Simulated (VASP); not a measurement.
Write the native input for VASP 6.6.1 that does the following.

```yaml
Task: single point
Functional: PBE
Potentials_or_basis: VASP PAW PBE potentials, release 64 (B, N)
Cutoff: 520 eV
k_mesh: 12 × 8 × 1
Occupations: fermi-dirac, width 0.02 eV
Spin: no spin polarisation
Dipole_correction: yes
Further_INCAR_settings: ALGO = Normal; EDIFF = 1e-06; NBANDS = 26
```

The structure of BN lies in POSCAR:

```
BN
1.0
    2.5630581729      0.0000000000      0.0000000000
    0.0000000000      3.6247116293      0.0000000000
    0.0000000000      0.0000000000     19.8446000000
B N
4 4
Direct
    0.0000000000      0.8335332904      0.4149549261
    0.5000000000      0.3764761338      0.4624640632
    0.0000000000      0.8764679690      0.5375370471
    0.5000000000      0.3335278475      0.5850450702
    0.5000000000      0.6500267814      0.4037015952
    0.0000000000      0.1399764569      0.4650494104
    0.5000000000      0.6399705440      0.5349496106
    0.0000000000      0.1500209770      0.5962982763
```

These files were run (other wordings do the same):

INCAR

```
SYSTEM = BN
  ALGO = Normal
  DIPOL = 0.5 0.5 0.500
  EDIFF = 1E-6
  ENCUT = 520
  GGA = PE
  IDIPOL = 3
  ISIF = 2
  ISMEAR = -1
  LASPH = .TRUE.
  LCHARG = .FALSE.
  LDIPOL = .TRUE.
  LREAL = .FALSE.
  LWAVE = .FALSE.
  NBANDS = 26
  NELM = 60
  PREC = Accurate
  SIGMA = 0.02
```

KPOINTS

```
k-points
0
G
  12 8 1
  0 0 0
```

Potentials or basis: VASP PAW PBE potentials, release 64 (B, N).

Launch:

```console
$ cat potpaw_PBE.64/B/POTCAR potpaw_PBE.64/N/POTCAR > POTCAR
$ mpirun -np 1 vasp_std > vasp.out
```

It gave:

```
Largest force          : 0.031 eV/Å
Band gap on the k mesh : 2.60 eV (least direct gap 3.40 eV)
```

Wall time 2.4 min on 1 thread of Intel(R) Xeon(R) 6975P-C (Granite Rapids), with other jobs on the host, peak memory 0.34 GiB.
